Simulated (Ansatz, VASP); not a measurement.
# SiO2: VASP beside Ansatz

The input POSCAR:

```
SiO2
1.0
    4.1412033200      0.0000000000      0.0000000000
    0.0000000000      4.1412033200      0.0000000000
    0.0000000000      0.0000000000      2.6424670100
Si O
2 4
Direct
    0.0000000000      0.0000000000      0.0000000000
    0.5000000000      0.5000000000      0.5000000000
    0.3061500000      0.3061500000      0.0000000000
    0.1938500000      0.8061500000      0.5000000000
    0.6938500000      0.6938500000      0.0000000000
    0.8061500000      0.1938500000      0.5000000000
```

INCAR.step1

```
ALGO = Normal
EDIFF = 1E-4
ENCUT = 600
GGA = PE
ISMEAR = -1
LASPH = T
LCHARG = F
LREAL = F
LWAVE = T
NELM = 80
PREC = Accurate
SIGMA = 0.1
```

INCAR.step2

```
ALGO = Normal
EDIFF = 1E-6
EDIFFG = -0.01
ENCUT = 600
IBRION = 2
ISIF = 3
ISMEAR = -1
ISTART = 1
LASPH = T
LCHARG = F
LMIXTAU = T
LREAL = F
LWAVE = F
METAGGA = R2SCAN
NELM = 80
NSW = 60
PREC = Accurate
SIGMA = 0.1
```

KPOINTS

```
k-points
0
Gamma
  4 4 7
```

Input for Ansatz:

```yaml
crystal:
  lattice:
    - [4.14120332, 0.0, 0.0]
    - [0.0, 4.14120332, 0.0]
    - [0.0, 0.0, 2.64246701]
  atoms:
    - { symbol: Si, position: [0.0, 0.0, 0.0] }
    - { symbol: Si, position: [0.5, 0.5, 0.5] }
    - { symbol: O, position: [0.30615, 0.30615, 0.0] }
    - { symbol: O, position: [0.19385, 0.80615, 0.5] }
    - { symbol: O, position: [0.69385, 0.69385, 0.0] }
    - { symbol: O, position: [0.80615, 0.19385, 0.5] }
  symmetry: { tolerance: 0.0003 }
kpoints:
  mp_grid: { grid: [4, 4, 7], shift: [0, 0, 0] }
magnetization:
  spin_polarized: false
scf:
  occupations: { method: fermi_dirac }
hamiltonian:
  pseudopotentials: { kind: paw }
  xc: r2scan
basis:
  ecutwfc: 500
output:
  forces: true
  stress: true
  eigenvalues: true
relax:
  max_steps: 40
  cell: {}
```

Alike in both runs: task relaxation of cell and atoms; functional r2SCAN; k mesh 4 × 4 × 7; no spin polarisation.

|  | VASP | Ansatz |
| --- | --- | --- |
| version | VASP 6.6.1 | Ansatz 0.2.0 |
| potentials or method | VASP PAW PBE potentials, release 64 (Si, O), cutoff 600 eV | PAW plane waves |
| occupations | fermi-dirac, width 0.1 eV | fermi-dirac |
| valence electrons in the cell | 32 | 32 |

```csv
,VASP,Ansatz,Ansatz less VASP
"gap on the k mesh at the Fermi level, each at its own relaxed structure (eV)",6.50,6.51,+0.011
relaxed volume (Å³/atom),7.79,7.79,+0.004
relaxed cell length with the largest relative difference (Å),2.673,2.669,-0.0038
```

VASP's potentials were made for PBE, not for r2SCAN.
